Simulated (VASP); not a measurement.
A run of VASP 6.6.1 is set up as follows.

File INCAR:

```
PREC     = Accurate       # precision mode
ENCUT    = 600            # plane-wave cutoff, eV
EDIFF    = 1E-6           # SCF threshold, eV
ISMEAR   = 0              # smearing method
SIGMA    = 0.1            # smearing width, eV
LREAL    = F              # projectors in reciprocal space
LASPH    = T              # aspherical terms in the spheres
NELM     = 60             # most SCF steps
ALGO     = Normal         # electronic algorithm
ISIF     = 3              # what is computed and relaxed
LWAVE    = F              # write WAVECAR
LCHARG   = F              # write CHGCAR
GGA      = PE             # functional
IBRION   = 2              # ionic algorithm
NSW      = 100            # ionic steps
EDIFFG   = -0.01          # ionic threshold
```

The input KPOINTS:

```
Automatic mesh
0
Gamma
  12 12 8
```

The input POSCAR:

```
TiTe2
1.0
    3.7770008900      0.0000000000      0.0000000000
   -1.8885004400      3.2709787200      0.0000000000
    0.0000000000      0.0000000000      6.4980001400
Ti Te
1 2
Direct
    0.0000000000      0.0000000000      0.0000000000
    0.6666666700      0.3333333300      0.2628000100
    0.3333333300      0.6666666700      0.7371999900
```

Potentials or basis: VASP PAW PBE potentials, release 64 (Ti_sv, Te).

Launch:

```bash
$ cat potpaw_PBE.64/Ti_sv/POTCAR potpaw_PBE.64/Te/POTCAR > POTCAR
$ mpirun -np 1 vasp_std > vasp.out
```

What does it give for the band gap on the k mesh?

Zero (bands 12 and 13 overlap by 0.66 eV).

Predict the relaxed volume.

28.07 Å³/atom.

Predict the relaxed cell.

a = 3.769 Å, b = 3.769 Å, c = 6.844 Å, α = 90.00°, β = 90.00°, γ = 120.00°.

What does it give for the space group after relaxing (to 0.1 Å)?

P-3m1 (No. 164).

The path:
```
step  energy change (eV)  largest force (eV/Å)  pressure (GPa)  volume (Å³)
   1              0.0000                0.0414            0.91        80.28
   2             -0.0036                0.1899           -0.55        82.05
   3             -0.0045                0.1196           -0.11        81.50
   4             -0.0067                0.1115           -0.07        81.62
   5             -0.0108                0.0900            0.11        81.97
   6             -0.0093                0.0545            0.56        82.61
   7             -0.0116                0.0714            0.28        82.25
   8             -0.0135                0.0793            0.00        83.10
   9             -0.0142                0.0865           -0.19        83.75
  10             -0.0139                0.1022           -0.59        85.07
  11             -0.0144                0.0901           -0.30        84.10
  12             -0.0153                0.0115            0.07        84.21
  13             -0.0154                0.0017            0.04        84.20
```

Caveat: spin-orbit coupling is left out, which moves the levels of the heavy elements; this functional lacks dispersion, which binds the layers, so the pressure and a relaxed spacing across them are unreliable. PBE usually gives volumes a little too large and moduli too small.
